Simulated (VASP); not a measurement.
# AlGaN2 (P-4m2) in VASP: vibrations by perturbation theory with LDA

Aim: the vibrations by perturbation theory of AlGaN2 with LDA.

Everything below comes from runs of VASP 6.6.1. Logs are shortened: lines on timing, memory, paths and dates and some standing lists are left out, and cuts for length are marked.

### Step 1. The cell of the first run

It takes space group P-4m2 (No. 115, tetragonal). The conventional cell has a = 3.141 Å, b = 3.141 Å, c = 4.424 Å, α = 90.00°, β = 90.00°, γ = 90.00°. Al (site symmetry -4m2) has 4 N at 1.89 Å within 2.5 Å. Within 2.6 Å of Ga (site symmetry -4m2) lie 4 N at 1.95 Å. Within 2.5 Å of N (site symmetry 2mm) lie 2 Al at 1.89 Å and 2 Ga at 1.95 Å.

### Step 2. Vibrations by perturbation theory, LDA

INCAR

```
SYSTEM = AlGaN2
ALGO = Normal
EDIFF = 1E-8
ENCUT = 520
GGA = CA
IBRION = 8
ISIF = 2
ISMEAR = 0
LASPH = .True.
LCHARG = .False.
LREAL = .False.
LWAVE = .False.
NELM = 80
NSW = 1
PREC = Accurate
SIGMA = 0.05
```

KPOINTS

```
k-points
0
Gamma
  8 8 6
  0 0 0
```

POSCAR

```
AlGaN2
1.0
    3.1408770487      0.0000000000      0.0000000000
    0.0000000000      3.1408770487      0.0000000000
    0.0000000000      0.0000000000      4.4238379400
Al Ga N
1 1 2
Direct
    0.5000000000      0.5000000000      0.5000000000
    0.0000000000      0.0000000000      0.0000000000
    0.5000000000      0.0000000000      0.7382648100
    0.0000000000      0.5000000000      0.2617351900
```

Potentials or basis: VASP PAW LDA potentials, release 64 (Al, Ga_d, N).

On the command line:

```console
$ cat potpaw_LDA.64/Al/POTCAR potpaw_LDA.64/Ga_d/POTCAR potpaw_LDA.64/N/POTCAR > POTCAR
$ mpirun -np 1 vasp_std > vasp.out
```

OUTCAR:

```text
SYSTEM = AlGaN2
   EDIFF = 1E-8
   ENCUT = 520
   GGA = CA
   IBRION = 8
   ISIF = 2
   ISMEAR = 0
   LASPH = .True.
   LREAL = .False.
   NELM = 80
   NSW = 1
   PREC = Accurate

 ion  position               nearest neighbor table
   1  0.500  0.500  0.500-   3 1.89   4 1.89   3 1.89   4 1.89   2 3.13   2 3.13   2 3.13   2 3.13
                             2 3.13   2 3.13   2 3.13   2 3.13
   2  0.000  0.000  0.000-   3 1.95   4 1.95   4 1.95   3 1.95   1 3.13   1 3.13   1 3.13   1 3.13
                             1 3.13   1 3.13   1 3.13   1 3.13
   3  0.500  0.000  0.738-   1 1.89   1 1.89   2 1.95   2 1.95
   4  0.000  0.500  0.262-   1 1.89   1 1.89   2 1.95   2 1.95

  LATTYP: Found a simple tetragonal cell.
 ALAT       =     3.1408770487
 C/A-ratio  =     1.4084721788

  Lattice vectors:

 A1 = (   3.1408770487,   0.0000000000,   0.0000000000)
 A2 = (   0.0000000000,   3.1408770487,   0.0000000000)
 A3 = (   0.0000000000,   0.0000000000,   4.4238379400)

Analysis of symmetry for initial positions (statically):
=====================================================================
 Subroutine PRICEL returns:
 Original cell was already a primitive cell.

 Routine SETGRP: Setting up the symmetry group for a
 simple tetragonal supercell.

 Subroutine GETGRP returns: Found  8 space group operations
 (whereof  8 operations were pure point group operations)
 out of a pool of 16 trial point group operations.

The static configuration has the point symmetry D_2d.

Analysis of symmetry for dynamics (positions and initial velocities):
=====================================================================
 Subroutine PRICEL returns:
 Original cell was already a primitive cell.

 Routine SETGRP: Setting up the symmetry group for a
 simple tetragonal supercell.

 Subroutine GETGRP returns: Found  8 space group operations
 (whereof  8 operations were pure point group operations)
 out of a pool of 16 trial point group operations.

The dynamic configuration has the point symmetry D_2d.

 Subroutine INISYM returns: Found  8 space group operations
 (whereof  8 operations are pure point group operations),
 and found     1 'primitive' translations

----------------------------------------------------------------------------------------

                                     Primitive cell

  volume of cell :      43.6416

  direct lattice vectors                    reciprocal lattice vectors
     3.140877049  0.000000000  0.000000000     0.318382409  0.000000000  0.000000000
     0.000000000  3.140877049  0.000000000     0.000000000  0.318382409  0.000000000
     0.000000000  0.000000000  4.423837940     0.000000000  0.000000000  0.226048064

  length of vectors
     3.140877049  3.140877049  4.423837940     0.318382409  0.318382409  0.226048064

  position of ions in fractional coordinates (direct lattice)
     0.500000000  0.500000000  0.500000000
     0.000000000  0.000000000  0.000000000
     0.500000000  0.000000000  0.738264810
     0.000000000  0.500000000  0.261735190

  ion indices of the primitive-cell ions
   primitive index   ion index
                 1           1
                 2           2
[... 127 lines left out ...]
 val. band max:        5.3904831775   @ k =   0.0000   0.0000   0.0000
 cond. band min:       8.2587038197   @ k =   0.0000   0.0000   0.0000
 fundamental gap:      2.8682206422
 Fermi energy:         5.6763056703

 k-point     1 :       0.0000    0.0000    0.0000
  band No.  band energies     occupation
      1      -9.9677      2.00000
      2      -8.6487      2.00000
      3      -7.7089      2.00000
      4      -7.7089      2.00000
      5      -7.6646      2.00000
      6      -7.5092      2.00000
[... 457 lines left out ...]
      4      -7.6060      2.00000
      5      -7.6030      2.00000
      6      -6.8211      2.00000
[... 9 lines left out ...]
     16      13.3129      0.00000
     17      13.9987      0.00000

 [... further k-points ...]
[... 5 lines left out ...]
  --------------------------------------------------------------------------------------
  -------------------------------------------------------------------------------------
  Total       -1.1221168     -1.1221168     -1.1736123      0.0000000      0.0000000      0.0000000
  in kB      -41.1952909    -41.1952909    -43.0857989      0.0000000      0.0000000      0.0000000
  external PRESSURE =     -41.8254603 kB  Pullay stress =       0.0000000 kB

 VOLUME and BASIS-vectors are now :
 -----------------------------------------------------------------------------
  energy-cutoff  :      520.00
  volume of cell :       43.64
      direct lattice vectors                 reciprocal lattice vectors
     3.140877049  0.000000000  0.000000000     0.318382409  0.000000000  0.000000000
     0.000000000  3.140877049  0.000000000     0.000000000  0.318382409  0.000000000
     0.000000000  0.000000000  4.423837940     0.000000000  0.000000000  0.226048064

 POSITION                                       TOTAL-FORCE (eV/Angst)
 -----------------------------------------------------------------------------------
      1.57044      1.57044      2.21192        -0.000000      0.000000      0.000000
      0.00000      0.00000      0.00000        -0.000000     -0.000000      0.000000
      1.57044      0.00000      3.26596         0.000000     -0.000000      0.168734
      0.00000      1.57044      1.15787        -0.000000     -0.000000     -0.168734
 -----------------------------------------------------------------------------------
    total drift:                                0.000000      0.000000     -0.000000

  FREE ENERGIE OF THE ION-ELECTRON SYSTEM (eV)
  ---------------------------------------------------
  free  energy   TOTEN  =       -30.3031308819 eV

  energy  without entropy=      -30.3031308819  energy(sigma->0) =      -30.30313088

[... ionic steps 2 to 9 ...]

--------------------------------------- Ionic step       10  -------------------------------------------

------------------------ aborting loop because EDIFF is reached ----------------------------------------

--------------------------------------- Ionic step       11  -------------------------------------------

------------------------ aborting loop because EDIFF is reached ----------------------------------------

--------------------------------------- Ionic step       12  -------------------------------------------

 Free energy of the ion-electron system (eV)
  ---------------------------------------------------
  ---------------------------------------------------
  free energy    TOTEN  =        -0.24242813 eV

  energy without entropy =       -0.24242813

------------------------ aborting loop because EDIFF is reached ----------------------------------------

 INTERNAL STRAIN TENSOR  FOR ION    3  DIRECTION 3   (eV/Angst):
 -----------------------------------------------------------------------------
     7.10126  0.00000  0.00000
     0.00000 -9.41212  0.00000
     0.00000  0.00000  1.84501

 INTERNAL STRAIN TENSOR FOR ION    4 for displacements in x,y,z  (eV/Angst):
          X           Y           Z          XY          YZ          ZX
  --------------------------------------------------------------------------------
  x     0.00000     0.00000     0.00000     0.00000     0.00000     9.57436
  y     0.00000     0.00000     0.00000     0.00000    -7.17576     0.00000
  z     9.41212    -7.10126    -1.84501     0.00000     0.00000     0.00000

 SECOND DERIVATIVES (NOT SYMMETRIZED)
 ------------------------------------
               1X          1Y          1Z          2X          2Y          2Z          3X          3Y          3Z          4X          4Y          4Z
  1X   -16.545686    0.000000    0.000000    1.260597    0.000000    0.000000    2.509143    0.000000    0.000000   12.775946    0.000000    0.000000
  1Y     0.000000  -16.545686    0.000000    0.000000    1.260597    0.000000    0.000000   12.775946    0.000000    0.000000    2.509143    0.000000
  1Z     0.000000    0.000000  -22.567301    0.000000    0.000000    8.916762    0.000000    0.000000    6.825270    0.000000    0.000000    6.825270
  2X     1.246657    0.000000    0.000000  -12.760294    0.000000    0.000000    9.598268    0.000000    0.000000    1.915369    0.000000    0.000000
  2Y     0.000000    1.246657    0.000000    0.000000  -12.760294    0.000000    0.000000    1.915369    0.000000    0.000000    9.598268    0.000000
  2Z     0.000000    0.000000    8.901606    0.000000    0.000000  -21.432194    0.000000    0.000000    6.265294    0.000000    0.000000    6.265294
  3X     2.507866    0.000000    0.000000    9.612400    0.000000    0.000000  -14.433318    0.000000    0.000000    2.313052    0.000000    0.000000
  3Y     0.000000   12.777906    0.000000    0.000000    1.926838    0.000000    0.000000  -17.017399    0.000000    0.000000    2.312655    0.000000
  3Z     0.000000    0.000000    6.826567    0.000000    0.000000    6.278374    0.000000    0.000000  -18.645187    0.000000    0.000000    5.540245
  4X    12.777906    0.000000    0.000000    1.926838    0.000000    0.000000    2.312655    0.000000    0.000000  -17.017399    0.000000    0.000000
  4Y     0.000000    2.507866    0.000000    0.000000    9.612400    0.000000    0.000000    2.313052    0.000000    0.000000  -14.433318    0.000000
  4Z     0.000000    0.000000    6.826567    0.000000    0.000000    6.278374    0.000000    0.000000    5.540245    0.000000    0.000000  -18.645187

 Eigenvectors and eigenvalues of the dynamical matrix
 ----------------------------------------------------

   1 f  =   20.546986 THz   129.100519 2PiTHz  685.373672 cm-1    84.975467 meV
             X         Y         Z           dx          dy          dz
      1.570439  1.570439  2.211919     0.000000   -0.000000    0.000000
      0.000000  0.000000  0.000000     0.000000    0.000000    0.000000
      1.570439  0.000000  3.265964     0.000000    0.000000   -0.707107
      0.000000  1.570439  1.157874    -0.000000   -0.000000    0.707107
[... 71 lines left out ...]
  12 f/i=    0.008856 THz     0.055642 2PiTHz    0.295396 cm-1     0.036624 meV
             X         Y         Z           dx          dy          dz
      1.570439  1.570439  2.211919    -0.352358   -0.302578   -0.000000
      0.000000  0.000000  0.000000    -0.567805   -0.487588   -0.000000
      1.570439  0.000000  3.265964    -0.254122   -0.217977   -0.000000
      0.000000  1.570439  1.157874    -0.253838   -0.218221   -0.000000

--------------------------------------------------------------------------------------------------------

 ELASTIC MODULI CONTR FROM IONIC RELAXATION (kBar)
 Direction    XX          YY          ZZ          XY          YZ          ZX
 --------------------------------------------------------------------------------
 XX        -389.8331    381.7272      6.4718      0.0000     -0.0000     -0.0000
 YY         381.7272   -389.8331      6.4718      0.0000      0.0000      0.0000
 ZZ           6.4718      6.4718    -10.3344      0.0000      0.0000     -0.0000
 XY           0.0000      0.0000      0.0000      0.0000      0.0000      0.0000
 YZ          -0.0000      0.0000      0.0000      0.0000   -346.8303     -0.0000
 ZX          -0.0000      0.0000     -0.0000      0.0000     -0.0000   -371.1283
 --------------------------------------------------------------------------------
```

Wall time 13 min (1 thread of Intel Xeon Platinum 8259CL at 2.50GHz (Skylake/Cascade Lake), shared host); peak memory 0.46 GiB.

What came out:

- Highest phonon frequency at Γ, LO-TO splitting left out: 685 cm⁻¹

Phonon frequencies in cm⁻¹ (negative: imaginary):
| q point | frequencies |
| --- | --- |
| (0.000, 0.000, 0.000) | 0 0 0 257 257 433 560 560 615 669 669 685 |

Caveat: the cell stands under pressure or tension, which shifts response properties.
